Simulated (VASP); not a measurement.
Input of a VASP 6.6.1 run:

Contents of INCAR:

```
SYSTEM = ScF3
PREC = Accurate
ENCUT = 520
EDIFF = 1E-6
ISMEAR = 0
SIGMA = 0.05
LREAL = .FALSE.
LASPH = .TRUE.
NELM = 60
ALGO = Normal
ISIF = 2
LWAVE = .FALSE.
LCHARG = .TRUE.
GGA = CA
LELF = .TRUE.
LVHAR = .TRUE.
NBANDS = 24
```

Contents of KPOINTS:

```
Automatic mesh
0
G
  6 6 6
  0 0 0
```

Contents of POSCAR:

```
ScF3
1.0
    4.0672704708      0.4890266549      0.4890266549
    0.4890266549      4.0672704708      0.4890266549
    0.4890266549      0.4890266549      4.0672704708
Sc F
1 3
Direct
    0.0000000000      0.0000000000      0.0000000000
    0.5000000000      0.0000000000      0.0000000000
    0.0000000000      0.5000000000      0.0000000000
    0.0000000000      0.0000000000      0.5000000000
```

Potentials or basis: VASP PAW LDA potentials, release 64 (Sc_sv, F).

The run is started by

```bash
$ cat potpaw_LDA.64/Sc_sv/POTCAR potpaw_LDA.64/F/POTCAR > POTCAR
$ mpirun -np 1 vasp_std > vasp.out
```

Problem. What does it give for the pressure?

Solution. -6.9 GPa.

Problem. Estimate the band gap on the k mesh.

Solution. 4.65 eV, indirect (least direct gap 4.75 eV).

Stress tensor (GPa, compression positive):
```
-6.91 -7.37 -7.37
-7.37 -6.91 -7.37
-7.37 -7.37 -6.91
```

 A k mesh can miss the band edges.
